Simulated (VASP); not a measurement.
A run of VASP 6.6.1 is set up as follows.

File INCAR:

```
PREC = Accurate
ENCUT = 520
EDIFF = 1E-6
ISMEAR = 0
SIGMA = 0.02
LREAL = False
LASPH = True
NELM = 100
ALGO = Normal
ISIF = 2
LWAVE = False
LCHARG = True
GGA = PE
LELF = True
LVHAR = True
NBANDS = 16
```

Contents of KPOINTS:

```
Automatic mesh
0
Gamma
  9 9 6
```

POSCAR

```
CdS
1.0
    4.3886211701      0.0000000000      0.0000000000
   -2.1943105851      3.8170053662     -0.0369028111
    0.0000000000     -0.0580417294      6.0363978993
Cd S
1 1
Direct
   -0.0062763876     -0.0125527751      0.4003653338
    0.6729430576      0.3458861051      0.4766346662
```

Potentials or basis: VASP PAW PBE potentials, release 64 (Cd, S).

Launch:

```console
$ cat potpaw_PBE.64/Cd/POTCAR potpaw_PBE.64/S/POTCAR > POTCAR
$ mpirun -np 1 vasp_std > vasp.out
```

Question: What does it give for the largest force?

Answer: 0.537 eV/Å.

Question: Estimate the pressure.

Answer: -2.6 GPa.

Stress tensor (GPa, compression positive):
```
-4.25  0.00  0.00
 0.00 -3.32 -0.26
 0.00 -0.26 -0.34
```

Caveat: the cell differs from its parent crystal (strained and its atoms moved).
